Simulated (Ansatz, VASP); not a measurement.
**Two plane-wave programs on SnSe**

Contents of INCAR:

```
SYSTEM = SnSe
ALGO = Normal ; EDIFF = 1E-6
ENCUT = 520 ; GGA = PE
ISIF = 2 ; ISMEAR = 0
IVDW = 12 ; LASPH = .True.
LCHARG = .True. ; LELF = .True.
LREAL = .False. ; LVHAR = .True.
LWAVE = .False. ; NBANDS = 28
NELM = 80 ; PREC = Accurate
SIGMA = 0.05
```

Contents of KPOINTS:

```
k-points
0
Gamma
  8 8 6
  0 0 0
```

The input POSCAR:

```
SnSe
1.0
    0.0000000000     -2.9887688397     -2.9887688397
    0.0000000000      2.9887688397     -2.9887688397
    5.9775376794      0.0000000000      0.0000000000
Sn Se
2 2
Direct
    0.5125469724      0.5125469724      0.5000000000
   -0.0125469724     -0.0125469724      0.0000000000
    0.4950780570      0.4950780570      0.0000000000
    0.0049219430      0.0049219430      0.5000000000
```

Input for Ansatz:

```yaml
crystal:
  lattice:
    - [0.0, -2.9887688397, -2.9887688397]
    - [0.0, 2.9887688397, -2.9887688397]
    - [5.9775376794, 0.0, 0.0]
  atoms:
    - { symbol: Sn, position: [0.5125469724, 0.5125469724, 0.5] }
    - { symbol: Sn, position: [-0.0125469724, -0.0125469724, 0.0] }
    - { symbol: Se, position: [0.495078057, 0.495078057, 0.0] }
    - { symbol: Se, position: [0.004921943, 0.004921943, 0.5] }
basis:
  ecutwfc: 420
kpoints:
  mp_grid: { grid: [8, 8, 6] }
hamiltonian:
  xc: pbe
  dispersion: d3bj
scf:
  occupations: { method: gaussian, width: 0.05 }
output:
  forces: true
  stress: true
  eigenvalues: true
```

Change from the starting cell: mode 7 (46.3 1/cm) frozen in, largest displacement +0.075 Å.

Alike in both runs: task single point; functional PBE; dispersion D3(BJ); k mesh 8 × 8 × 6; occupations gaussian, width 0.05 eV; no spin polarisation.

|  | VASP | Ansatz |
| --- | --- | --- |
| version | VASP 6.6.1 | Ansatz 0.2.0 |
| potentials or method | VASP PAW PBE potentials, release 64 (Sn_d, Se), cutoff 520 eV | scalar-relativistic, plane waves, PAW |
| valence electrons in the cell | 40 | 60 |

```csv
,VASP,Ansatz,Ansatz less VASP
gap on the k mesh at the Fermi level (eV),0.31,0.31,0.000
least direct gap on the mesh (eV),0.31,0.31,0.000
pressure (GPa),0.0,0.0,+0.01
rms of the force components (eV/Å),0.031,0.030,-0.0005
```

Atom by atom the forces differ by 0.001 eV/Å (rms over components). VASP's potentials hold 40 valence electrons a cell and Ansatz's 60, so a difference there can come from the potentials and not from the codes.
